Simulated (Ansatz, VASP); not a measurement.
## VO2: VASP beside Ansatz

```
V O
1.0
     4.41519    0.00000    0.00000
     0.00000    4.41519    0.00000
     0.00000    0.00000    2.98230
V O
2 4
Direct
  0.50000 0.50000 0.50000
  0.00000 0.00000 0.00000
  0.20036 0.79964 0.50000
  0.79964 0.20036 0.50000
  0.70036 0.70036 0.00000
  0.29964 0.29964 0.00000
```

Alike in both runs: task single point; functional BLYP; dispersion D3(BJ); k mesh 6 × 6 × 9; occupations fermi-dirac, width 0.05 eV; collinear spin.

|  | VASP | Ansatz |
| --- | --- | --- |
| version | VASP 6.6.1 | Ansatz 0.2.0 |
| potentials or method | VASP PAW PBE potentials, release 64 (V_sv, O) | Ansatz PAW |
| plane-wave cutoff (eV) | 600 | 420 |
| valence electrons in the cell | 50 | 50 |

VASP gave:

```
gap on the k mesh at the Fermi level (eV)                     : none
pressure (GPa)                                                : 4.5
traceless stress, the component that is largest in VASP (GPa) : -12.33
rms of the force components (eV/Å)                            : 0.089
net moment per atom (μB)                                      : 0.33
size of the moment on the site where the two differ most (μB) : 1.04
```

Question: Estimate Ansatz's values.

Answer: gap on the k mesh at the Fermi level (eV): none; pressure (GPa): 3.5; traceless stress, the component that is largest in VASP (GPa): -12.40; rms of the force components (eV/Å): 0.081; net moment per atom (μB): 0.33; size of the moment on the site where the two differ most (μB): 0.82.

VASP's potentials were made for PBE, not for BLYP. Site moments also hang on the region over which each program counts them. Atom by atom the forces differ by 0.007 eV/Å (rms over components). A gap of «none» marks a metal or a gap that the smearing closes.

Noted on Ansatz's run: Pulay correction over one GPa.
